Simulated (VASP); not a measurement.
Write the native input for VASP 6.6.1 that does the following.

| Property | Result |
| --- | --- |
| Task | single point |
| Functional | PBE |
| Potentials or basis | VASP PAW PBE potentials, release 64 (Si, W_sv) |
| Cutoff | 520 eV |
| k mesh | 14 × 14 × 14 |
| Occupations | gaussian, width 0.15 eV |
| Spin | no spin polarisation |
| Dipole correction | no |
| Further INCAR settings | ALGO = Fast; EDIFF = 1e-06; NBANDS = 31 |

The structure of SiW3 lies in POSCAR:

```
SiW3
1.0
   -2.6037661906      2.6037661906      2.6037661906
    2.6037661906     -2.6037661906      2.6037661906
    2.6037661906      2.6037661906     -2.6037661906
Si W
1 3
Direct
    0.0000000000      0.0000000000      0.0000000000
    0.5144022148      0.5144022148      0.0000000000
    0.5000000000      0.0000000000      0.5000000000
    0.0000000000      0.5000000000      0.5000000000
```

This cell differs from its parent crystal: atom 2 (W) moved +0.075 Å along Cartesian [0 0 1].

One way to write it, as run:

INCAR

```
SYSTEM = SiW3
ALGO = Fast
EDIFF = 1E-6
ENCUT = 520
GGA = PE
ISIF = 2
ISMEAR = 0
LASPH = .True.
LCHARG = .False.
LREAL = .False.
LWAVE = .False.
NBANDS = 31
NELM = 60
PREC = Accurate
SIGMA = 0.15
```

KPOINTS

```
k-points
0
Gamma
  14 14 14
  0 0 0
```

Potentials or basis: VASP PAW PBE potentials, release 64 (Si, W_sv).

Launch:

```bash
$ cat potpaw_PBE.64/Si/POTCAR potpaw_PBE.64/W_sv/POTCAR > POTCAR
$ mpirun -np 1 vasp_std > vasp.out
```

It gave:

The pressure is 0.5 GPa. The largest force is 0.618 eV/Å and the band gap on the k mesh is zero (band 23 reaches 10.38 eV, above the bottom of band 24 at 8.76 eV).

Caveat: the cell differs from its parent crystal (atom 2 (W) moved +0.075 Å along Cartesian [0 0 1]); spin-orbit coupling is left out, which moves the levels of the heavy elements.

It took 8.7 min on 1 thread of Intel Xeon 6975P-C (shared host), peak memory 0.53 GiB.
